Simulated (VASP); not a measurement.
Here is a VASP 6.6.1 calculation.

INCAR

```
SYSTEM = Al35CuN35
PREC = Accurate
ENCUT = 520
EDIFF = 1E-6
ISMEAR = 0
SIGMA = 0.01
LREAL = Auto
LASPH = .TRUE.
NELM = 80
ALGO = Normal
ISIF = 2
LWAVE = .FALSE.
LCHARG = .FALSE.
GGA = PE
NELECT = 292.0
NBANDS = 186
```

The input KPOINTS:

```
Automatic mesh
0
Gamma
  1 1 1
  0.25 0.25 0.25
```

Contents of POSCAR:

```
Al35CuN35
1.0
    9.3892708701      0.0000000899      0.0000000000
   -4.6946355101      8.1313470499      0.0000000000
    0.0000000000      0.0000000000     10.0348065900
Al N Cu
35 35 1
Direct
    0.2244666309      0.1114474417      0.2504942121
    0.1189881788      0.2263598920      0.5015979816
    0.2225127256      0.1111782023      0.7501424864
    0.1115176236      0.2229363899      1.0010626161
    0.2316452342      0.4488386856      0.2501266262
    0.1184205064      0.5589504905      0.5020453511
    0.2228360319      0.4446501912      0.7499610618
    0.1114879087      0.5551108674      1.0010436037
    0.2244491415      0.7791566668      0.2503955862
    0.1098336888      0.8880157603      0.5005471816
    0.2225405071      0.7779668431      0.7503017732
    0.1109215384      0.8887241496      1.0000821870
    0.5563295820      0.1112600803      0.2512159259
    0.4465820211      0.2252261974      0.4992679002
    0.5550178320      0.1106750421      0.7491698509
    0.4455138541      0.2229898387      0.9993938613
    0.5562591722      0.4449437168      0.2524448494
    0.5523164690      0.4451391800      0.7456956506
    0.4456716746      0.5561932849      0.9946619484
    0.5564341928      0.7778393922      0.2527775965
    0.4467899203      0.8876160655      0.4991961516
    0.5523975668      0.7736067011      0.7454708563
    0.4455531213      0.8890447112      0.9994254598
    0.8906807623      0.1117528897      0.2520921345
    0.7794332680      0.2224927788      0.4999683577
    0.8875386505      0.1095090786      0.7496542358
    0.7780559003      0.2221763272      1.0004499523
    0.8906159209      0.4449610046      0.2518152379
    0.7728691593      0.5542208468      0.4989327994
    0.8874373841      0.4442315174      0.7497942378
    0.7773278808      0.5550668653      0.9998138199
    0.8891873992      0.7776648864      0.2503697703
    0.7730999455      0.8857278840      0.4985275867
    0.8871763957      0.7768503870      0.7491964161
    0.7773027943      0.8886967212      0.9998288066
    0.2227661096      0.1095601488      0.4404536708
    0.1141789084      0.2244650038      0.1931527034
    0.2218421495      0.1113449418      0.9410306485
    0.1099245131      0.2208931216      0.6918610528
    0.1141718700      0.5554104214      0.1930769417
    0.2199232960      0.4434822472      0.9422063993
    0.1098748809      0.5551883159      0.6921042238
    0.2227606773      0.7795744946      0.4404482432
    0.1120284242      0.8888312052      0.1905065090
    0.2218876495      0.7776116924      0.9411471643
    0.1105970710      0.8883085573      0.6912222788
    0.5568001609      0.1117544912      0.4413056404
    0.4453085117      0.2216406205      0.1891037842
    0.5560910070      0.1115713839      0.9400533401
    0.4437179928      0.2206470144      0.6906037987
    0.5569277748      0.4391772062      0.4372632425
    0.4494809068      0.5578058238      0.1852636320
    0.5565801142      0.4438857639      0.9388694312
    0.4396920602      0.5527888678      0.6980301825
    0.5577295216      0.7854975826      0.4372179535
    0.4453183366      0.8894285454      0.1891368408
    0.5566413023      0.7798449976      0.9387829201
    0.4436241061      0.8889630181      0.6906165806
    0.8951826499      0.1147844551      0.4423018416
    0.7795686022      0.2225567157      0.1912317173
    0.8893442474      0.1115186495      0.9409643887
    0.7778843098      0.2218226122      0.6909352561
    0.8945143686      0.4462127171      0.4420753736
    0.7803188349      0.5557166838      0.1900400823
    0.8892676742      0.4446853461      0.9410327089
    0.7772090481      0.5548657026      0.6901142356
    0.8888827794      0.7777876755      0.4404272234
    0.7804016598      0.8903247954      0.1900554702
    0.8887391235      0.7778469681      0.9402110214
    0.7772615792      0.8882197697      0.6900149444
    0.3799826527      0.5222191997      0.4862504245
```

Potentials or basis: VASP PAW PBE potentials, release 64 (Al, N, Cu).

Launch:

```console
$ cat potpaw_PBE.64/Al/POTCAR potpaw_PBE.64/N/POTCAR potpaw_PBE.64/Cu/POTCAR > POTCAR
$ mpirun -np 1 vasp_std > vasp.out
```

(1) Predict the largest force.

## Answers

(1) 0.083 eV/Å.

Caveat: the cell carries a net charge on a neutralising background, which shifts energy and pressure.
